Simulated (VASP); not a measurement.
# CdF2 (R3m) in VASP: notebook, part 2 of 3

VASP 6.6.1.

## 4. Single point, r2SCAN (all Cd atoms moved -0.150 Å, as atom 1 along Cartesian [1 1 1])

Contents of POSCAR:

```
CdF2
1.0
    0.0000000000      2.6940000000      2.6940000000
    2.6940000000      0.0000000000      2.6940000000
    2.6940000000      2.6940000000      0.0000000000
Cd F
1 2
Direct
   -0.0160732258     -0.0160732258     -0.0160732258
    0.2500000000      0.2500000000      0.2500000000
    0.7500000000      0.7500000000      0.7500000000
```

Contents of INCAR.step1:

```
SYSTEM = CdF2
  PREC = Accurate
  ENCUT = 520
  ISMEAR = 0
  SIGMA = 0.05
  LREAL = .FALSE.
  LASPH = .TRUE.
  NELM = 100
  NBANDS = 20
  GGA = PE
  ALGO = Normal
  EDIFF = 1E-4
  LWAVE = .TRUE.
  LCHARG = .FALSE.
```

Contents of INCAR.step2:

```
SYSTEM = CdF2
  PREC = Accurate
  ENCUT = 520
  EDIFF = 1E-7
  ISMEAR = 0
  SIGMA = 0.05
  LREAL = .FALSE.
  LASPH = .TRUE.
  NELM = 100
  ALGO = Normal
  ISIF = 2
  LWAVE = .FALSE.
  LCHARG = .TRUE.
  METAGGA = R2SCAN
  LMIXTAU = .TRUE.
  LELF = .TRUE.
  LVHAR = .TRUE.
  NBANDS = 20
  ISTART = 1
```

Contents of KPOINTS:

```
regular mesh
0
G
  8 8 8
  0 0 0
```

Potentials or basis: VASP PAW PBE potentials, release 64 (Cd, F).

Run with:

```sh
> cat potpaw_PBE.64/Cd/POTCAR potpaw_PBE.64/F/POTCAR > POTCAR
> cp INCAR.step1 INCAR
> mpirun -np 1 vasp_std > vasp.out
> cp INCAR.step2 INCAR
> mpirun -np 1 vasp_std > vasp.out
```

OUTCAR:

```text
SYSTEM = CdF2
   PREC = Accurate
   ENCUT = 520
   EDIFF = 1E-7
   ISMEAR = 0
   LREAL = .FALSE.
   LASPH = .TRUE.
   NELM = 100
   ISIF = 2
   METAGGA = R2SCAN
   ISTART = 1

 ion  position               nearest neighbor table
   1  0.984  0.984  0.984-   3 2.18   2 2.29   2 2.29   2 2.29   3 2.39   3 2.39   3 2.39   2 2.48

   2  0.250  0.250  0.250-   1 2.29   1 2.29   1 2.29   1 2.48
   3  0.750  0.750  0.750-   1 2.18   1 2.39   1 2.39   1 2.39

  LATTYP: Found a face centered cubic cell.
 ALAT       =     5.3880000000

  Lattice vectors:

 A1 = (   0.0000000000,   2.6940000000,   2.6940000000)
 A2 = (   2.6940000000,   0.0000000000,   2.6940000000)
 A3 = (   2.6940000000,   2.6940000000,   0.0000000000)

Analysis of symmetry for initial positions (statically):
=====================================================================
 Subroutine PRICEL returns:
 Original cell was already a primitive cell.

 Routine SETGRP: Setting up the symmetry group for a
 face centered cubic supercell.

[... 164 lines left out ...]
  free energy    TOTEN  =       -33.64888648 eV

  energy without entropy =      -33.64888648  energy(sigma->0) =      -33.64888648

 E-fermi :  -1.6307     XC(G=0): -11.0432

 val. band max:       -1.8824790870   @ k =  -0.2500   0.5000   0.2500
 cond. band min:       1.8891721324   @ k =   0.0000   0.0000   0.0000
 fundamental gap:      3.7716512194
 Fermi energy:        -1.6307377326

 k-point     1 :       0.0000    0.0000    0.0000
  band No.  band energies     occupation
      1     -23.8284      2.00000
      2     -22.7714      2.00000
      3      -7.5097      2.00000
      4      -7.5012      2.00000
      5      -7.5012      2.00000
      6      -6.2776      2.00000
[... 541 lines left out ...]
     19      17.0951      0.00000
     20      19.9561      0.00000

 [... further k-points ...]

------------------------ aborting loop because EDIFF is reached ----------------------------------------

  FORCE on cell =-STRESS in cart. coord.  units (eV):
  Direction    XX          YY          ZZ          XY          YZ          ZX
  --------------------------------------------------------------------------------------
  -------------------------------------------------------------------------------------
  Total        0.5883862      0.5883862      0.5883862      0.2244861      0.2244861      0.2244861
  in kB       24.1073957     24.1073957     24.1073957      9.1976566      9.1976566      9.1976566
  external PRESSURE =      24.1073957 kB  Pullay stress =       0.0000000 kB

 VOLUME and BASIS-vectors are now :
 -----------------------------------------------------------------------------
  energy-cutoff  :      520.00
  volume of cell :       39.10
      direct lattice vectors                 reciprocal lattice vectors
     0.000000000  2.694000000  2.694000000    -0.185597624  0.185597624  0.185597624
     2.694000000  0.000000000  2.694000000     0.185597624 -0.185597624  0.185597624
     2.694000000  2.694000000  0.000000000     0.185597624  0.185597624 -0.185597624

 POSITION                                       TOTAL-FORCE (eV/Angst)
 -----------------------------------------------------------------------------------
      5.30140      5.30140      5.30140         0.567689      0.567689      0.567689
      1.34700      1.34700      1.34700        -0.166094     -0.166094     -0.166094
      4.04100      4.04100      4.04100        -0.401595     -0.401595     -0.401595
 -----------------------------------------------------------------------------------
    total drift:                                0.000993      0.000993      0.000993

  FREE ENERGIE OF THE ION-ELECTRON SYSTEM (eV)
  ---------------------------------------------------
  free  energy   TOTEN  =       -33.6488864764 eV

  energy  without entropy=      -33.6488864764  energy(sigma->0) =      -33.64888648
```

Wall time 4.6 min (1 thread of Intel Xeon 8259CL, shared host); peak memory 0.2 GiB.

What came out:

| Item | Value |
| --- | --- |
| Free energy | -33.6489 eV |
| Pressure | 2.4 GPa |
| Largest force | 0.983 eV/Å |
| Band gap on the k mesh | 3.77 eV (least direct gap 4.26 eV) |

Forces on the atoms (eV/Å):
```
Cd   0.568  0.568  0.568
F   -0.166 -0.166 -0.166
F   -0.402 -0.402 -0.402
```

Caveat: the cell differs from its parent crystal (all Cd atoms moved -0.150 Å, as atom 1 along Cartesian [1 1 1]); the PAW data sets were made with another functional, which shifts forces and pressure a little. A k mesh can miss the band edges.

## 5. Single point, r2SCAN (all Cd atoms moved +0.263 Å, as atom 1 along Cartesian [1 1 1])

POSCAR: that of step 4 with these lines changed.

```diff
@@ -8,3 +8,3 @@
 Direct
-   -0.0160732258     -0.0160732258     -0.0160732258
+    0.0281281451      0.0281281451      0.0281281451
     0.2500000000      0.2500000000      0.2500000000
```

Contents of INCAR.step1:

```
SYSTEM = CdF2
PREC = Accurate
ENCUT = 520
ISMEAR = 0
SIGMA = 0.05
LREAL = .FALSE.
LASPH = .TRUE.
NELM = 100
NBANDS = 20
GGA = PE
ALGO = Normal
EDIFF = 1E-4
LWAVE = .TRUE.
LCHARG = .FALSE.
```

Contents of INCAR.step2:

```
SYSTEM = CdF2
PREC = Accurate
ENCUT = 520
EDIFF = 1E-6
ISMEAR = 0
SIGMA = 0.05
LREAL = .FALSE.
LASPH = .TRUE.
NELM = 100
ALGO = Normal
ISIF = 2
LWAVE = .FALSE.
LCHARG = .FALSE.
METAGGA = R2SCAN
LMIXTAU = .TRUE.
NBANDS = 20
ISTART = 1
```

KPOINTS is that of step 4.

Potentials or basis: VASP PAW PBE potentials, release 64 (Cd, F).

Run with:

```sh
> cat potpaw_PBE.64/Cd/POTCAR potpaw_PBE.64/F/POTCAR > POTCAR
> cp INCAR.step1 INCAR
> mpirun -np 1 vasp_std > vasp.out
> cp INCAR.step2 INCAR
> mpirun -np 1 vasp_std > vasp.out
```

OUTCAR:

```text
SYSTEM = CdF2
   PREC = Accurate
   ENCUT = 520
   EDIFF = 1E-6
   ISMEAR = 0
   LREAL = .FALSE.
   LASPH = .TRUE.
   NELM = 100
   ISIF = 2
   METAGGA = R2SCAN
   ISTART = 1

 ion  position               nearest neighbor table
   1  0.028  0.028  0.028-   2 2.07   3 2.26   3 2.26   3 2.26   2 2.43   2 2.43   2 2.43   3 2.60

   2  0.250  0.250  0.250-   1 2.07   1 2.43   1 2.43   1 2.43
   3  0.750  0.750  0.750-   1 2.26   1 2.26   1 2.26   1 2.60

  LATTYP: Found a face centered cubic cell.
 ALAT       =     5.3880000000

  Lattice vectors:

 A1 = (   0.0000000000,   2.6940000000,   2.6940000000)
 A2 = (   2.6940000000,   0.0000000000,   2.6940000000)
 A3 = (   2.6940000000,   2.6940000000,   0.0000000000)

Analysis of symmetry for initial positions (statically):
=====================================================================
 Subroutine PRICEL returns:
 Original cell was already a primitive cell.

 Routine SETGRP: Setting up the symmetry group for a
 face centered cubic supercell.

 Subroutine GETGRP returns: Found  6 space group operations
 (whereof  6 operations were pure point group operations)
 out of a pool of 48 trial point group operations.

The static configuration has the point symmetry C_3v.

Analysis of symmetry for dynamics (positions and initial velocities):
=====================================================================
 Subroutine PRICEL returns:
 Original cell was already a primitive cell.

 Routine SETGRP: Setting up the symmetry group for a
 face centered cubic supercell.

 Subroutine GETGRP returns: Found  6 space group operations
 (whereof  6 operations were pure point group operations)
 out of a pool of 48 trial point group operations.

The dynamic configuration has the point symmetry C_3v.

[... 113 lines left out ...]
   EMIN   =  10.00;   EMAX   =-10.00  energy-range for DOS
   EFERMI =   0.00;   METHOD = LEGACY
   ISMEAR =     0;   SIGMA  =   0.05  broadening in eV -4-tet -1-fermi 0-gaus
   EFERMI_NEDOS =   21; number of points for ismear=-14 and -15
   IALGO  =     38    algorithm
   IMIX   =      4    mixing-type and parameters
     AMIX     =   0.40;   BMIX     =  1.00
     AMIX_MAG =   1.60;   BMIX_MAG =  1.00
  volume/ion in A,a.u.               =      13.03        87.96
  Fermi-wavevector in a.u.,A,eV,Ry     =   1.428867  2.700166 27.778468  2.041660
  Thomas-Fermi vector in A             =   2.548882
   LORBIT       =      0    0 simple, 1 ext, 2 COOP (PROOUT), +10 PAW based schemes
   METAGGA = R2SCAN    functional components
   LHFCALC =     F    Hartree Fock is set to
   AEXX    =    0.0000 exact exchange contribution
   IVDW    =     0    specifies the selected vdW correction
   LEPSILON=     F    determine dielectric tensor
   LRPA    =     F    only Hartree local field effects (RPA)
 non-spin polarized calculation
 Gauss-broadening in eV      SIGMA  =   0.05
  energy-cutoff  :      520.00
  volume of cell :       39.10
 maximum number of plane-waves:      1067
   NGX = 15   NGY = 15   NGZ = 15

 number of electron      25.9999977 magnetization

 Free energy of the ion-electron system (eV)
  ---------------------------------------------------
  ext. energy  EPLUGINS =         0.00000000
  ---------------------------------------------------
  free energy    TOTEN  =       -33.48042241 eV

  energy without entropy =      -33.48042241  energy(sigma->0) =      -33.48042241

 E-fermi :  -1.6296     XC(G=0): -11.0321

 val. band max:       -1.8765553333   @ k =   0.5000   0.5000   0.0000
 cond. band min:       1.9047779400   @ k =   0.0000   0.0000   0.0000
 fundamental gap:      3.7813332733
 Fermi energy:        -1.6296040905

 k-point     1 :       0.0000    0.0000    0.0000
  band No.  band energies     occupation
      1     -23.8738      2.00000
      2     -22.8349      2.00000
      3      -7.5461      2.00000
      4      -7.5082      2.00000
      5      -7.5082      2.00000
      6      -6.3206      2.00000
[... 541 lines left out ...]
     19      17.0583      0.00000
     20      19.9805      0.00000

 [... further k-points ...]

------------------------ aborting loop because EDIFF is reached ----------------------------------------

  FORCE on cell =-STRESS in cart. coord.  units (eV):
  Direction    XX          YY          ZZ          XY          YZ          ZX
  --------------------------------------------------------------------------------------
  -------------------------------------------------------------------------------------
  Total        1.3478979      1.3478979      1.3478979      0.7482307      0.7482307      0.7482307
  in kB       55.2261546     55.2261546     55.2261546     30.6565537     30.6565537     30.6565537
  external PRESSURE =      55.2261546 kB  Pullay stress =       0.0000000 kB

 VOLUME and BASIS-vectors are now :
 -----------------------------------------------------------------------------
  energy-cutoff  :      520.00
  volume of cell :       39.10
      direct lattice vectors                 reciprocal lattice vectors
     0.000000000  2.694000000  2.694000000    -0.185597624  0.185597624  0.185597624
     2.694000000  0.000000000  2.694000000     0.185597624 -0.185597624  0.185597624
     2.694000000  2.694000000  0.000000000     0.185597624  0.185597624 -0.185597624

 POSITION                                       TOTAL-FORCE (eV/Angst)
 -----------------------------------------------------------------------------------
      0.15155      0.15155      0.15155        -1.210738     -1.210738     -1.210738
      1.34700      1.34700      1.34700         0.999338      0.999338      0.999338
      4.04100      4.04100      4.04100         0.211399      0.211399      0.211399
 -----------------------------------------------------------------------------------
    total drift:                               -0.001257     -0.001257     -0.001257

  FREE ENERGIE OF THE ION-ELECTRON SYSTEM (eV)
  ---------------------------------------------------
  free  energy   TOTEN  =       -33.4804224085 eV

  energy  without entropy=      -33.4804224085  energy(sigma->0) =      -33.48042241
```

OUTCAR.step1:

```text
SYSTEM = CdF2
   PREC = Accurate
   ENCUT = 520
   ISMEAR = 0
   LREAL = .FALSE.
   LASPH = .TRUE.
   NELM = 100
[... 776 lines left out ...]
      0.15155      0.15155      0.15155        -1.202370     -1.202370     -1.202370
      1.34700      1.34700      1.34700         0.991677      0.991677      0.991677
      4.04100      4.04100      4.04100         0.210693      0.210693      0.210693
 -----------------------------------------------------------------------------------
    total drift:                                0.000730      0.000730      0.000730

  FREE ENERGIE OF THE ION-ELECTRON SYSTEM (eV)
  ---------------------------------------------------
  free  energy   TOTEN  =       -10.6219413469 eV

  energy  without entropy=      -10.6219413469  energy(sigma->0) =      -10.62194135
```

It took 4.4 min on 1 thread of Intel Xeon 8259CL, shared host; peak memory 0.2 GiB.

What came out:

```
Free energy            : -33.4804 eV
Pressure               : 5.5 GPa
Largest force          : 2.097 eV/Å
Band gap on the k mesh : 3.78 eV (least direct gap 4.25 eV)
```

Forces on the atoms (eV/Å):
```
Cd  -1.211 -1.211 -1.211
F    0.999  0.999  0.999
F    0.211  0.211  0.211
```

Caveat: the cell differs from its parent crystal (all Cd atoms moved +0.263 Å, as atom 1 along Cartesian [1 1 1]); the cell stands under pressure; the PAW data sets were made with another functional, which shifts forces and pressure a little. A k mesh can miss the band edges.

[end of part 2 of 3]
